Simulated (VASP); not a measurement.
# In2S (P-6m2) in VASP: further runs

Aim: see how the results for In2S move with the level of theory and the settings. Levels: PBE, PBEsol. Tasks: single point, relaxation of cell and atoms.

Everything below comes from runs of VASP 6.6.1. Logs are shortened: lines on timing, memory, paths and dates and some standing lists are left out, and cuts for length are marked.

### Step 1. The cell of the first run

It takes space group P-6m2 (No. 187, hexagonal). Conventional cell: a = 3.811 Å, b = 3.811 Å, c = 8.081 Å, α = 90.00°, β = 90.00°, γ = 120.00°. Within 3.9 Å of In (site symmetry 3m) lie 3 S at 2.86 Å and 7 In at 3.64 to 3.81 Å. Within 3.9 Å of S (site symmetry -6m2) lie 6 In at 2.86 Å and 6 S at 3.81 Å.

The cell was built from a structure type or drawn by symmetry, and may not be a known phase.

### Step 2. Single point, PBE

File INCAR:

```
SYSTEM = In2S
PREC = Accurate
ENCUT = 520
EDIFF = 1E-7
ISMEAR = 0
SIGMA = 0.02
LREAL = .FALSE.
LASPH = .TRUE.
NELM = 60
ALGO = Normal
ISIF = 2
LWAVE = .FALSE.
LCHARG = .TRUE.
GGA = PE
LELF = .TRUE.
LVHAR = .TRUE.
NBANDS = 23
```

File KPOINTS:

```
Automatic mesh
0
G
  12 12 4
  0 0 0
```

File POSCAR:

```
In2S
1.0
    3.8107445509      0.0000000000      0.0000000000
   -1.9053722755      3.3002015884      0.0000000000
    0.0000000000      0.0000000000      8.0809208011
In S
2 1
Direct
    0.3333333333      0.6666666667      0.7746291582
    0.3333333333      0.6666666667      0.2253708418
    0.0000000000      0.0000000000      0.0000000000
```

Potentials or basis: VASP PAW PBE potentials, release 64 (In_d, S).

Command:

```sh
> cat potpaw_PBE.64/In_d/POTCAR potpaw_PBE.64/S/POTCAR > POTCAR
> mpirun -np 1 vasp_std > vasp.out
```

OUTCAR:

```text
SYSTEM = In2S
   PREC = Accurate
   ENCUT = 520
   EDIFF = 1E-7
   ISMEAR = 0
   LREAL = .FALSE.
   LASPH = .TRUE.
   NELM = 60
   ISIF = 2
   GGA = PE

 ion  position               nearest neighbor table
   1  0.333  0.667  0.775-   3 2.86   3 2.86   3 2.86   2 3.64
   2  0.333  0.667  0.225-   3 2.86   3 2.86   3 2.86   1 3.64
   3  0.000  0.000  0.000-   1 2.86   2 2.86   1 2.86   2 2.86   1 2.86   2 2.86

  LATTYP: Found a hexagonal cell.
 ALAT       =     3.8107445509
 C/A-ratio  =     2.1205621876

  Lattice vectors:

 A1 = (   3.8107445509,   0.0000000000,   0.0000000000)
 A2 = (  -1.9053722755,   3.3002015884,   0.0000000000)
 A3 = (   0.0000000000,   0.0000000000,   8.0809208011)

Analysis of symmetry for initial positions (statically):
=====================================================================
 Subroutine PRICEL returns:
 Original cell was already a primitive cell.

 Routine SETGRP: Setting up the symmetry group for a
 hexagonal supercell.

 Subroutine GETGRP returns: Found 12 space group operations
 (whereof 12 operations were pure point group operations)
 out of a pool of 24 trial point group operations.

The static configuration has the point symmetry D_3h.

Analysis of symmetry for dynamics (positions and initial velocities):
=====================================================================
 Subroutine PRICEL returns:
 Original cell was already a primitive cell.

 Routine SETGRP: Setting up the symmetry group for a
 hexagonal supercell.

 Subroutine GETGRP returns: Found 12 space group operations
 (whereof 12 operations were pure point group operations)
 out of a pool of 24 trial point group operations.

The dynamic configuration has the point symmetry D_3h.

 Subroutine INISYM returns: Found 12 space group operations
 (whereof 12 operations are pure point group operations),
 and found     1 'primitive' translations

----------------------------------------------------------------------------------------

                                     Primitive cell

  volume of cell :     101.6275

  direct lattice vectors                    reciprocal lattice vectors
     3.810744551  0.000000000  0.000000000     0.262415910  0.151505896  0.000000000
    -1.905372275  3.300201588  0.000000000     0.000000000  0.303011793  0.000000000
     0.000000000  0.000000000  8.080920801     0.000000000  0.000000000  0.123748274

  length of vectors
     3.810744551  3.810744551  8.080920801     0.303011793  0.303011793  0.123748274

  position of ions in fractional coordinates (direct lattice)
     0.333333333  0.666666667  0.774629158
[... 81 lines left out ...]
   LREAL  =      F    real-space projection
   EDIFFG = 0.1E-05   stopping-criterion for IOM
   NSW    =      0    number of steps for IOM
   IBRION =     -1    ionic relax: 0-MD 1-quasi-New 2-CG
   NFREE  =      0    steps in history (QN), initial steepest desc. (CG)
   ISIF   =      2    stress and relaxation
   ISYM   =      2    0-nonsym 1-usesym 2-fastsym
   POTIM  = 0.5000    time-step for ionic-motion
   TEBEG  =    0.0;   TEEND  =   0.0 temperature during run
   PSTRESS=    0.0 pullay stress
   NELECT =      32.0000    total number of electrons
   NUPDOWN=      -1.0000    fix difference up-down
   EMIN   =  10.00;   EMAX   =-10.00  energy-range for DOS
   EFERMI =   0.00;   METHOD = LEGACY
   ISMEAR =     0;   SIGMA  =   0.02  broadening in eV -4-tet -1-fermi 0-gaus
   EFERMI_NEDOS =   21; number of points for ismear=-14 and -15
   IALGO  =     38    algorithm
   IMIX   =      4    mixing-type and parameters
     AMIX     =   0.40;   BMIX     =  1.00
     AMIX_MAG =   1.60;   BMIX_MAG =  1.00
  volume/ion in A,a.u.               =      33.88       228.61
  Fermi-wavevector in a.u.,A,eV,Ry     =   1.113750  2.104683 16.877202  1.240439
  Thomas-Fermi vector in A             =   2.250338
   LORBIT       =      0    0 simple, 1 ext, 2 COOP (PROOUT), +10 PAW based schemes
   GGA     = PE    functional components
   LHFCALC =     F    Hartree Fock is set to
   AEXX    =    0.0000 exact exchange contribution
   IVDW    =     0    specifies the selected vdW correction
   LEPSILON=     F    determine dielectric tensor
   LRPA    =     F    only Hartree local field effects (RPA)
 non-spin polarized calculation
 Gauss-broadening in eV      SIGMA  =   0.02
  energy-cutoff  :      520.00
  volume of cell :      101.63
 maximum number of plane-waves:      2766
   NGX = 15   NGY = 15   NGZ = 31

 number of electron      31.9999988 magnetization

 Free energy of the ion-electron system (eV)
  ---------------------------------------------------
  ext. energy  EPLUGINS =         0.00000000
  ---------------------------------------------------
  free energy    TOTEN  =        -9.97913337 eV

  energy without entropy =       -9.97913337  energy(sigma->0) =       -9.97913337

 E-fermi :   3.7933     XC(G=0):  -8.2376

 val. band max:        3.6980312081   @ k =   0.3333   0.3333   0.5000
 cond. band min:       3.8796676075   @ k =   0.5000   0.0000   0.0000
 fundamental gap:      0.1816363994
 Fermi energy:         3.7933059662

 k-point     1 :       0.0000    0.0000    0.0000
  band No.  band energies     occupation
      1     -10.6643      2.00000
      2     -10.6583      2.00000
      3     -10.6583      2.00000
      4     -10.6475      2.00000
      5     -10.6475      2.00000
      6     -10.5767      2.00000
[... 613 lines left out ...]
     22       9.7083      0.00000
     23      10.2372      0.00000

 [... further k-points ...]

------------------------ aborting loop because EDIFF is reached ----------------------------------------

  FORCE on cell =-STRESS in cart. coord.  units (eV):
  Direction    XX          YY          ZZ          XY          YZ          ZX
  --------------------------------------------------------------------------------------
  -------------------------------------------------------------------------------------
  Total       -0.0187585     -0.0187585     -0.0008253      0.0000000      0.0000000      0.0000000
  in kB       -0.2957322     -0.2957322     -0.0130114      0.0000000      0.0000000      0.0000000
  external PRESSURE =      -0.2014919 kB  Pullay stress =       0.0000000 kB

 VOLUME and BASIS-vectors are now :
 -----------------------------------------------------------------------------
  energy-cutoff  :      520.00
  volume of cell :      101.63
      direct lattice vectors                 reciprocal lattice vectors
     3.810744551  0.000000000  0.000000000     0.262415910  0.151505896  0.000000000
    -1.905372275  3.300201588  0.000000000     0.000000000  0.303011793  0.000000000
     0.000000000  0.000000000  8.080920801     0.000000000  0.000000000  0.123748274

 POSITION                                       TOTAL-FORCE (eV/Angst)
 -----------------------------------------------------------------------------------
     -0.00000      2.20013      6.25972        -0.000000     -0.000000     -0.010518
     -0.00000      2.20013      1.82120        -0.000000      0.000000      0.010518
      0.00000      0.00000      0.00000         0.000000     -0.000000      0.000000
 -----------------------------------------------------------------------------------
    total drift:                               -0.000000      0.000000     -0.000000

  FREE ENERGIE OF THE ION-ELECTRON SYSTEM (eV)
  ---------------------------------------------------
  free  energy   TOTEN  =        -9.9791333678 eV

  energy  without entropy=       -9.9791333678  energy(sigma->0) =       -9.97913337
```

stdout:

```text
POSCAR found type information on POSCAR InS
 POSCAR found :  2 types and       3 ions
 scaLAPACK will be used
 LDA part: xc-table for (Slater+PW92), standard interpolation
 POSCAR, INCAR and KPOINTS ok, starting setup
 FFT: planning ... GRIDC
 FFT: planning ... GRID_SOFT
 FFT: planning ... GRID
 WAVECAR not read
 entering main loop
```

It took 74 s on 1 thread of Intel Xeon Platinum 8559C (Emerald Rapids), shared host; peak memory 0.27 GiB.

What came out:

- Free energy: -9.9791 eV
- Pressure: 0.0 GPa
- Largest force: 0.011 eV/Å
- Band gap on the k mesh: 0.18 eV (least direct gap 0.21 eV)

Forces on the atoms (eV/Å):
```
In   0.000  0.000 -0.011
In   0.000  0.000  0.011
S    0.000  0.000  0.000
```

Caveat: spin-orbit coupling is left out, which moves the levels of the heavy elements. A k mesh can miss the band edges.

### Step 3. Single point, PBE

File INCAR:

```
SYSTEM = In2S
ALGO = Normal ; EDIFF = 1E-7
ENCUT = 520 ; GGA = PE
ISIF = 2 ; ISMEAR = 0
LASPH = .TRUE. ; LCHARG = .TRUE.
LELF = .TRUE. ; LREAL = .FALSE.
LVHAR = .TRUE. ; LWAVE = .FALSE.
NBANDS = 23 ; NELM = 100
PREC = Accurate ; SIGMA = 0.01
```

File KPOINTS:

```
k-points
0
G
  12 12 6
  0 0 0
```

POSCAR is that of step 2.

Potentials or basis: VASP PAW PBE potentials, release 64 (In_d, S).

Command:

```sh
> cat potpaw_PBE.64/In_d/POTCAR potpaw_PBE.64/S/POTCAR > POTCAR
> mpirun -np 1 vasp_std > vasp.out
```

Wall time 1.9 min (1 thread of Intel Xeon Platinum 8559C (Emerald Rapids), shared host); peak memory 0.29 GiB.

It converged, with:

- Free energy: -9.9794 eV
- Pressure: 0.0 GPa
- Largest force: 0.011 eV/Å
- Band gap on the k mesh: 0.18 eV (least direct gap 0.21 eV)

Forces in eV/Å, atoms in the order of the input:
```
In   0.000  0.000 -0.011
In   0.000  0.000  0.011
S    0.000  0.000  0.000
```

Levels at points of the mesh, in eV from the valence-band top:
```
           k point  band 12  band 13  band 14  band 15  band 16  band 17  band 18  band 19  band 20  band 21
(0.00, 0.00, 0.00)    -6.71    -4.77    -1.50    -1.50    -0.64     0.92     5.41     5.53     5.53     6.02
(0.50, 0.00, 0.00)    -6.02    -4.19    -2.58    -2.33    -1.57     0.18     2.24     3.05     4.10     5.10
(0.00, 0.00, 0.50)    -6.87    -4.24    -1.75    -1.50    -1.50     2.20     3.91     5.62     5.62     6.37
(0.50, 0.00, 0.50)    -6.00    -4.29    -2.84    -2.33    -1.00     0.79     1.37     3.24     3.68     3.91
```

Caveat: spin-orbit coupling is left out, which moves the levels of the heavy elements.

### Step 4. Single point, PBEsol

File INCAR:

```
SYSTEM = In2S
PREC = Accurate
ENCUT = 520
EDIFF = 1E-6
ISMEAR = 0
SIGMA = 0.01
LREAL = .FALSE.
LASPH = .TRUE.
NELM = 80
ALGO = Normal
ISIF = 2
LWAVE = .FALSE.
LCHARG = .FALSE.
GGA = PS
NBANDS = 23
```

File KPOINTS:

```
Automatic mesh
0
G
  12 12 6
  0 0 0
```

POSCAR is that of step 3.

Command:

```sh
> cat potpaw_PBE.64/In_d/POTCAR potpaw_PBE.64/S/POTCAR > POTCAR
> mpirun -np 1 vasp_std > vasp.out
```

It took 92 s on 1 thread of Intel Xeon Platinum 8559C (Emerald Rapids), shared host; peak memory 0.3 GiB.

The run converged. Its results:

| Property | Result |
| --- | --- |
| Free energy | -10.8836 eV |
| Pressure | -1.9 GPa |
| Largest force | 0.212 eV/Å |
| Band gap on the k mesh | 0.13 eV (least direct gap 0.14 eV) |

Forces on the atoms (eV/Å):
```
In   0.000  0.000  0.212
In   0.000  0.000 -0.212
S    0.000  0.000  0.000
```

Stress tensor (GPa, compression positive):
```
-1.99  0.00  0.00
 0.00 -1.99  0.00
 0.00  0.00 -1.82
```

Levels at points of the mesh, in eV from the valence-band top:
| k point | band 14 | band 15 | band 16 | band 17 | band 18 | band 19 |
| --- | --- | --- | --- | --- | --- | --- |
| (0.00, 0.00, 0.00) | -1.48 | -1.48 | -0.64 | 0.82 | 5.31 | 5.48 |
| (0.50, 0.00, 0.00) | -2.62 | -2.33 | -1.59 | 0.13 | 2.22 | 2.97 |
| (0.00, 0.00, 0.50) | -1.77 | -1.48 | -1.48 | 2.11 | 3.84 | 5.57 |
| (0.50, 0.00, 0.50) | -2.88 | -2.33 | -1.02 | 0.75 | 1.33 | 3.18 |

Caveat: the PAW data sets were made with another functional, which shifts forces and pressure a little; spin-orbit coupling is left out, which moves the levels of the heavy elements. A k mesh can miss the band edges.

(Part 1 of 2 ends here.)
